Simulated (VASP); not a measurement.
Set up this calculation in VASP 6.6.1, as the native input.

* Task: single point
* Functional: PBE
* Potentials or basis: VASP PAW PBE potentials, release 64 (Si, Sn_d)
* Cutoff: 520 eV
* k mesh: 4 × 4 × 4
* Occupations: fermi-dirac, width 0.052 eV
* Spin: no spin polarisation
* Dipole correction: no
* Further INCAR settings: ALGO = Normal; EDIFF = 1e-06; NBANDS = 21

The structure of Si3Sn lies in POSCAR:

```
Si3Sn
1.0
    2.0239181879      1.1685097106      6.6336726392
   -2.0239181879      1.1685097106      6.6336726392
    0.0000000000     -2.3370194212      6.6336726392
Si Sn
3 1
Direct
    0.9907825763     -0.0407546729      0.0716206416
    0.4763720700      0.5047748979      0.4842581748
    0.3635934757      0.3509407903      0.4160150402
    0.8857241291      0.8894589639      0.8523312490
```

These files were run (other wordings do the same):

INCAR

```
SYSTEM = Si3Sn
ALGO = Normal ; EDIFF = 1E-6
ENCUT = 520 ; GGA = PE
ISIF = 2 ; ISMEAR = -1
LASPH = .TRUE. ; LCHARG = .TRUE.
LELF = .TRUE. ; LREAL = .FALSE.
LVHAR = .TRUE. ; LWAVE = .FALSE.
NBANDS = 21 ; NELM = 60
PREC = Accurate ; SIGMA = 0.052
```

KPOINTS

```
k-points
0
G
  4 4 4
  0 0 0
```

Potentials or basis: VASP PAW PBE potentials, release 64 (Si, Sn_d).

The run is started by

```bash
$ cat potpaw_PBE.64/Si/POTCAR potpaw_PBE.64/Sn_d/POTCAR > POTCAR
$ mpirun -np 1 vasp_std > vasp.out
```

Results of the run:

The pressure is 1.7 GPa, the largest force is 1.621 eV/Å and the band gap on the k mesh is zero (band 13 reaches 6.25 eV, above the bottom of band 14 at 6.11 eV).

Caveat: the k points lie up to 0.45 Å⁻¹ apart; spin-orbit coupling is left out, which moves the levels of the heavy elements; forces of over 1 eV/Å act on the atoms, so gaps and moduli don't describe the material at rest.

It took 2.2 min on 1 thread of Intel(R) Xeon(R) Platinum 8488C (Sapphire Rapids), on a shared host, peak memory 0.41 GiB.
